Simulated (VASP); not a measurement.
Input of a VASP 6.6.1 run:

Contents of INCAR:

```
  ALGO = Normal
  EDIFF = 1E-6
  ENCUT = 700
  GGA = CA
  GGA_COMPAT = False
  ISIF = 2
  ISMEAR = 0
  ISPIN = 2
  LASPH = True
  LCHARG = True
  LDAU = True
  LDAUJ = 0.9 0
  LDAUL = 2 -1
  LDAUPRINT = 1
  LDAUTYPE = 1
  LDAUU = 5 0
  LELF = True
  LMAXMIX = 4
  LORBIT = 11
  LREAL = False
  LVHAR = True
  LWAVE = False
  MAGMOM = 1.83 1.83 0.29 0.29
  NBANDS = 36
  NELM = 200
  PREC = Accurate
  SIGMA = 0.05
```

File KPOINTS:

```
k-points
0
Gamma
  8 8 8
```

POSCAR

```
NiO
1.0
    0.0000000000      2.0913095100      2.0913095100
    2.0913095100      0.0000000000      2.0913095100
    4.1826190200      4.1826190200      0.0000000000
Ni O
2 2
Direct
    0.0000000000      0.0000000000      0.0000000000
    0.0000000000      0.0000000000      0.5000000000
    0.5000000000      0.5000000000      0.2500000000
    0.5000000000      0.5000000000      0.7500000000
```

Potentials or basis: VASP PAW LDA potentials, release 64 (Ni_sv_GW, O).

Launch:

```console
$ cat potpaw_LDA.64/Ni_sv_GW/POTCAR potpaw_LDA.64/O/POTCAR > POTCAR
$ mpirun -np 1 vasp_std > vasp.out
```

Predict the site moments.

Ni +1.72; O +0.23 μB.

Estimate the band gap on the k mesh.

1.28 eV.

What does it give for the net moment?

4.00 μB per cell.

Eigenvalues of the final occupation matrices:
| site | spin | trace | eigenvalues |
| --- | --- | --- | --- |
| site 1 d | 1 | 4.73 | 0.93 0.93 0.93 0.97 0.97 |
| site 1 d | 2 | 3.03 | 0.13 0.13 0.92 0.92 0.92 |
| site 2 d | 1 | 4.73 | 0.93 0.93 0.93 0.97 0.97 |
| site 2 d | 2 | 3.03 | 0.13 0.13 0.92 0.92 0.92 |

Caveat: the cell stands under tension. The state reached can hang on the start; a lower one may exist.
